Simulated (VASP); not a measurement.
# MgO (Ibam) in VASP: further runs, part 2 of 2

VASP 6.6.1.

## Step 3: Single point, PBE

This run uses another cell than the first one, of 11.45 Å³/atom.

INCAR

```
ALGO = Normal
EDIFF = 1E-6
ENCUT = 520
GGA = PE
ISIF = 2
ISMEAR = 0
LASPH = True
LCHARG = False
LREAL = Auto
LWAVE = False
NBANDS = 46
NELM = 80
PREC = Accurate
SIGMA = 0.05
```

KPOINTS

```
k-points
0
Gamma
  6 6 6
```

POSCAR

```
MgO
1.0
    0.0000000000      0.0000000000      4.1547826800
   -6.1291196600      0.0000000000      0.0000000000
    3.0645598300     -7.1958828900     -2.0773913400
Mg O
8 8
Direct
    0.0707767400      0.4044999200      0.1415534800
    0.9292232600      0.5955000800      0.8584465200
    0.4292232600      0.2629464400      0.8584465200
    0.5707767400      0.7370535600      0.1415534800
    0.6900773900      0.3537880100      0.3801547800
    0.3099226100      0.6462119900      0.6198452300
    0.8099226200      0.9736332400      0.6198452300
    0.1900773800      0.0263667600      0.3801547600
    0.1901613200      0.3546646200      0.3803226400
    0.8098386800      0.6453353800      0.6196773600
    0.3098386800      0.9743419800      0.6196773600
    0.6901613200      0.0256580200      0.3803226400
    0.5707655600      0.4006875500      0.1415311200
    0.4292344400      0.5993124500      0.8584688800
    0.9292344400      0.2591564300      0.8584688800
    0.0707655600      0.7408435700      0.1415311200
```

Potentials or basis: VASP PAW PBE potentials, release 64 (Mg, O).

Run with:

```console
$ cat potpaw_PBE.64/Mg/POTCAR potpaw_PBE.64/O/POTCAR > POTCAR
$ mpirun -np 1 vasp_std > vasp.out
```

OUTCAR:

```text
EDIFF = 1E-6
   ENCUT = 520
   GGA = PE
   ISIF = 2
   ISMEAR = 0
   LASPH = True
   LREAL = Auto
   NELM = 80
   PREC = Accurate

 ion  position               nearest neighbor table
   1  0.071  0.404  0.142-   9 2.01  15 2.04  16 2.06  13 2.08  13 2.08   2 2.88   5 2.89   5 2.89
                             3 2.91   3 2.91   4 2.91   4 2.91   6 3.44   8 3.50   8 3.53
   2  0.929  0.596  0.858-  10 2.01  16 2.04  15 2.06  14 2.08  14 2.08   1 2.88   6 2.89   6 2.89
                             4 2.91   4 2.91   3 2.91   3 2.91   5 3.44   7 3.50   7 3.53
   3  0.429  0.263  0.858-  11 2.01  13 2.04  14 2.06  15 2.08  15 2.08   4 2.88   7 2.89   7 2.89
                             1 2.91   1 2.91   2 2.91   2 2.91   8 3.44   6 3.50   6 3.53
   4  0.571  0.737  0.142-  12 2.01  14 2.04  13 2.06  16 2.08  16 2.08   3 2.88   8 2.89   8 2.89
                             2 2.91   2 2.91   1 2.91   1 2.91   7 3.44   5 3.50   5 3.53
   5  0.690  0.354  0.380-  13 2.00  12 2.01  10 2.02   9 2.08   9 2.08   8 2.89   8 2.89   1 2.89
                             1 2.89   6 2.90   6 2.90   2 3.44   4 3.50   7 3.52   7 3.52   4 3.53
   6  0.310  0.646  0.620-  14 2.00  11 2.01   9 2.02  10 2.08  10 2.08   7 2.89   7 2.89   2 2.89
                             2 2.89   5 2.90   5 2.90   1 3.44   3 3.50   8 3.52   8 3.52   3 3.53
   7  0.810  0.974  0.620-  15 2.00  10 2.01  12 2.02  11 2.08  11 2.08   6 2.89   6 2.89   3 2.89
                             3 2.89   8 2.90   8 2.90   4 3.44   2 3.50   5 3.52   5 3.52   2 3.53
   8  0.190  0.026  0.380-  16 2.00   9 2.01  11 2.02  12 2.08  12 2.08   5 2.89   5 2.89   4 2.89
                             4 2.89   7 2.90   7 2.90   3 3.44   1 3.50   6 3.52   6 3.52   1 3.53
   9  0.190  0.355  0.380-   1 2.01   8 2.01   6 2.02   5 2.08   5 2.08
  10  0.810  0.645  0.620-   2 2.01   7 2.01   5 2.02   6 2.08   6 2.08
  11  0.310  0.974  0.620-   3 2.01   6 2.01   8 2.02   7 2.08   7 2.08
  12  0.690  0.026  0.380-   4 2.01   5 2.01   7 2.02   8 2.08   8 2.08
  13  0.571  0.401  0.142-   5 2.00   3 2.04   4 2.06   1 2.08   1 2.08
  14  0.429  0.599  0.858-   6 2.00   4 2.04   3 2.06   2 2.08   2 2.08
  15  0.929  0.259  0.858-   7 2.00   1 2.04   2 2.06   3 2.08   3 2.08
  16  0.071  0.741  0.142-   8 2.00   2 2.04   1 2.06   4 2.08   4 2.08

  LATTYP: Found a body centered orthorhombic cell.
 ALAT       =     4.1547826800
 B/A-ratio  =     1.4751962093
 C/A-ratio  =     3.4639033828

  Lattice vectors:
[... 192 lines left out ...]
 non-spin polarized calculation
 Gauss-broadening in eV      SIGMA  =   0.05
  energy-cutoff  :      520.00
  volume of cell :      183.24
 maximum number of plane-waves:      4972
   NGX = 15   NGY = 23   NGZ = 31

 number of electron      63.9999995 magnetization

 Free energy of the ion-electron system (eV)
  ---------------------------------------------------
  ext. energy  EPLUGINS =         0.00000000
  ---------------------------------------------------
  free energy    TOTEN  =       -94.01393465 eV

  energy without entropy =      -94.01393465  energy(sigma->0) =      -94.01393465

 E-fermi :   1.9199     XC(G=0):  -9.7899

 val. band max:        1.7068085104   @ k =   0.0000   0.0000   0.0000
 cond. band min:       4.9020408125   @ k =   0.0000   0.0000   0.0000
 fundamental gap:      3.1952323021
 Fermi energy:         1.9198682763

 k-point     1 :       0.0000    0.0000    0.0000
  band No.  band energies     occupation
      1     -15.1985      2.00000
      2     -14.5323      2.00000
      3     -14.4992      2.00000
      4     -14.4045      2.00000
      5     -14.2523      2.00000
      6     -13.9591      2.00000
[... 1117 lines left out ...]
     43      12.4975      0.00000
     44      12.8390      0.00000

 [... further k-points ...]

 [bands above 44 left out]

------------------------ aborting loop because EDIFF is reached ----------------------------------------

  FORCE on cell =-STRESS in cart. coord.  units (eV):
  Direction    XX          YY          ZZ          XY          YZ          ZX
  --------------------------------------------------------------------------------------
  -------------------------------------------------------------------------------------
  Total        4.0344139      4.3010869      5.0826163      0.0000000      0.0000000      0.0000000
  in kB       35.2744727     37.6061007     44.4393199      0.0000000      0.0000000      0.0000000
  external PRESSURE =      39.1066311 kB  Pullay stress =       0.0000000 kB

 VOLUME and BASIS-vectors are now :
 -----------------------------------------------------------------------------
  energy-cutoff  :      520.00
  volume of cell :      183.24
      direct lattice vectors                 reciprocal lattice vectors
     0.000000000  0.000000000  4.154782680     0.000000000 -0.069484177  0.240686476
    -6.129119660  0.000000000  0.000000000    -0.163155568 -0.069484177  0.000000000
     3.064559830 -7.195882890 -2.077391340     0.000000000 -0.138968354  0.000000000

 POSITION                                       TOTAL-FORCE (eV/Angst)
 -----------------------------------------------------------------------------------
     -2.04543     -1.01860      0.00000         0.008435      0.010250      0.000000
     -1.01913     -6.17728      2.07739        -0.008435     -0.010250     -0.000000
      1.01913     -6.17728      0.00000         0.008435     -0.010250     -0.000000
     -4.08369     -1.01860      2.07739        -0.008435      0.010250      0.000000
     -1.00340     -2.73555      2.07739        -0.024768      0.033190      0.000000
     -2.06116     -4.46033     -0.00000         0.024768     -0.033190     -0.000000
[... 8 lines left out ...]
      1.04243     -6.17744      2.07739         0.097882      0.016809      0.000000
     -4.10699     -1.01844     -0.00000        -0.097882     -0.016809      0.000000
 -----------------------------------------------------------------------------------
    total drift:                               -0.000371      0.000486     -0.000000

  FREE ENERGIE OF THE ION-ELECTRON SYSTEM (eV)
  ---------------------------------------------------
  free  energy   TOTEN  =       -94.0139346484 eV

  energy  without entropy=      -94.0139346484  energy(sigma->0) =      -94.01393465
```

stdout:

```text
POSCAR found type information on POSCAR MgO
 POSCAR found :  2 types and      16 ions
 scaLAPACK will be used
 LDA part: xc-table for (Slater+PW92), standard interpolation
 POSCAR, INCAR and KPOINTS ok, starting setup
 FFT: planning ... GRIDC
 FFT: planning ... GRID_SOFT
 FFT: planning ... GRID
 WAVECAR not read
 entering main loop
```

Wall time 6.8 min (1 thread of Intel Xeon Platinum 8488C (Sapphire Rapids), shared host); peak memory 0.42 GiB.

What came out:

```
Free energy            : -94.0139 eV
Pressure               : 3.9 GPa
Largest force          : 0.099 eV/Å
Band gap on the k mesh : 3.20 eV
```

Forces on the atoms (eV/Å):
```
Mg   0.008  0.010  0.000
Mg  -0.008 -0.010  0.000
Mg   0.008 -0.010  0.000
Mg  -0.008  0.010  0.000
Mg  -0.025  0.033  0.000
Mg   0.025 -0.033  0.000
Mg  -0.025 -0.033  0.000
Mg   0.025  0.033  0.000
O    0.006  0.011  0.000
O   -0.006 -0.011  0.000
O    0.006 -0.011  0.000
O   -0.006  0.011  0.000
O    0.098 -0.017  0.000
O   -0.098  0.017  0.000
O    0.098  0.017  0.000
O   -0.098 -0.017  0.000
```

Stress tensor (GPa, compression positive):
```
3.53 0.00 0.00
0.00 3.76 0.00
0.00 0.00 4.44
```

Caveat: the cell stands under pressure. A k mesh can miss the band edges.

## Step 4: Single point, PBE

This run uses another cell than the first one, of 11.45 Å³/atom.

INCAR

```
SYSTEM = MgO
  PREC = Accurate
  ENCUT = 520
  EDIFF = 1E-6
  ISMEAR = 0
  SIGMA = 0.05
  LREAL = Auto
  LASPH = .TRUE.
  NELM = 60
  ALGO = Normal
  ISIF = 2
  LWAVE = .FALSE.
  LCHARG = .FALSE.
  GGA = PE
  NBANDS = 46
```

KPOINTS

```
regular mesh
0
G
  6 6 6
  0 0 0
```

POSCAR is that of step 3.

Potentials or basis: VASP PAW PBE potentials, release 64 (Mg, O).

Run with:

```console
$ cat potpaw_PBE.64/Mg/POTCAR potpaw_PBE.64/O/POTCAR > POTCAR
$ mpirun -np 1 vasp_std > vasp.out
```

OUTCAR:

```text
SYSTEM = MgO
   PREC = Accurate
   ENCUT = 520
   EDIFF = 1E-6
   ISMEAR = 0
   LREAL = Auto
   LASPH = .TRUE.
   NELM = 60
   ISIF = 2
   GGA = PE

 ion  position               nearest neighbor table
   1  0.071  0.404  0.142-   9 2.01  15 2.04  16 2.06  13 2.08  13 2.08   2 2.88   5 2.89   5 2.89
                             3 2.91   3 2.91   4 2.91   4 2.91   6 3.44   8 3.50   8 3.53
   2  0.929  0.596  0.858-  10 2.01  16 2.04  15 2.06  14 2.08  14 2.08   1 2.88   6 2.89   6 2.89
                             4 2.91   4 2.91   3 2.91   3 2.91   5 3.44   7 3.50   7 3.53
   3  0.429  0.263  0.858-  11 2.01  13 2.04  14 2.06  15 2.08  15 2.08   4 2.88   7 2.89   7 2.89
                             1 2.91   1 2.91   2 2.91   2 2.91   8 3.44   6 3.50   6 3.53
   4  0.571  0.737  0.142-  12 2.01  14 2.04  13 2.06  16 2.08  16 2.08   3 2.88   8 2.89   8 2.89
[... 1382 lines left out ...]
 VOLUME and BASIS-vectors are now :
 -----------------------------------------------------------------------------
  energy-cutoff  :      520.00
  volume of cell :      183.24
      direct lattice vectors                 reciprocal lattice vectors
     0.000000000  0.000000000  4.154782680     0.000000000 -0.069484177  0.240686476
    -6.129119660  0.000000000  0.000000000    -0.163155568 -0.069484177  0.000000000
     3.064559830 -7.195882890 -2.077391340     0.000000000 -0.138968354  0.000000000

 POSITION                                       TOTAL-FORCE (eV/Angst)
 -----------------------------------------------------------------------------------
     -2.04543     -1.01860      0.00000         0.008435      0.010250      0.000000
     -1.01913     -6.17728      2.07739        -0.008435     -0.010250     -0.000000
      1.01913     -6.17728      0.00000         0.008435     -0.010250     -0.000000
     -4.08369     -1.01860      2.07739        -0.008435      0.010250      0.000000
     -1.00340     -2.73555      2.07739        -0.024768      0.033190      0.000000
     -2.06116     -4.46033     -0.00000         0.024768     -0.033190     -0.000000
[... 8 lines left out ...]
      1.04243     -6.17744      2.07739         0.097882      0.016809      0.000000
     -4.10699     -1.01844     -0.00000        -0.097882     -0.016809      0.000000
 -----------------------------------------------------------------------------------
    total drift:                               -0.000371      0.000486     -0.000000

  FREE ENERGIE OF THE ION-ELECTRON SYSTEM (eV)
  ---------------------------------------------------
  free  energy   TOTEN  =       -94.0139346484 eV

  energy  without entropy=      -94.0139346484  energy(sigma->0) =      -94.01393465
```

OSZICAR:

```text
N       E                     dE             d eps       ncg     rms          rms(c)
DAV:   1     0.360043247434E+03    0.36004E+03   -0.30694E+04  4240   0.125E+03
DAV:   2    -0.793643737618E+02   -0.43941E+03   -0.41898E+03  5330   0.274E+02
DAV:   3    -0.110441765490E+03   -0.31077E+02   -0.30900E+02  5170   0.770E+01
DAV:   4    -0.110742539523E+03   -0.30077E+00   -0.30041E+00  5074   0.851E+00
DAV:   5    -0.110745630400E+03   -0.30909E-02   -0.30902E-02  5096   0.849E-01    0.225E+01
DAV:   6    -0.943987008808E+02    0.16347E+02   -0.66050E+01  4934   0.348E+01    0.717E+00
DAV:   7    -0.941583913005E+02    0.24031E+00   -0.12451E+00  4858   0.500E+00    0.438E+00
DAV:   8    -0.940141488671E+02    0.14424E+00   -0.50133E-01  5070   0.461E+00    0.894E-01
DAV:   9    -0.940107429070E+02    0.34060E-02   -0.11432E-01  5102   0.150E+00    0.371E-01
DAV:  10    -0.940134643178E+02   -0.27214E-02   -0.83604E-03  4706   0.472E-01    0.981E-02
DAV:  11    -0.940138187460E+02   -0.35443E-03   -0.95279E-04  4864   0.149E-01    0.323E-02
DAV:  12    -0.940139212897E+02   -0.10254E-03   -0.14809E-04  4730   0.644E-02    0.229E-02
DAV:  13    -0.940139340706E+02   -0.12781E-04   -0.16827E-05  4884   0.250E-02    0.184E-02
DAV:  14    -0.940139342505E+02   -0.17988E-06   -0.34680E-05  4730   0.335E-02    0.380E-03
DAV:  15    -0.940139346484E+02   -0.39789E-06   -0.42421E-06  4716   0.114E-02
   1 F= -.94013935E+02 E0= -.94013935E+02  d E =-.169962E-11
```

Run time: 6.3 min. Hardware: 1 thread of Intel Xeon Platinum 8488C (Sapphire Rapids), shared host; peak memory 0.43 GiB.

Results:

| Item | Value |
| --- | --- |
| Free energy | -94.0139 eV |
| Pressure | 3.9 GPa |
| Largest force | 0.099 eV/Å |
| Band gap on the k mesh | 3.20 eV |

Forces in eV/Å, atoms in the order of the input:
```
Mg   0.008  0.010  0.000
Mg  -0.008 -0.010  0.000
Mg   0.008 -0.010  0.000
Mg  -0.008  0.010  0.000
Mg  -0.025  0.033  0.000
Mg   0.025 -0.033  0.000
Mg  -0.025 -0.033  0.000
Mg   0.025  0.033  0.000
O    0.006  0.011  0.000
O   -0.006 -0.011  0.000
O    0.006 -0.011  0.000
O   -0.006  0.011  0.000
O    0.098 -0.017  0.000
O   -0.098  0.017  0.000
O    0.098  0.017  0.000
O   -0.098 -0.017  0.000
```

Stress tensor (GPa, compression positive):
```
3.53 0.00 0.00
0.00 3.76 0.00
0.00 0.00 4.44
```

Caveat: the cell stands under pressure.
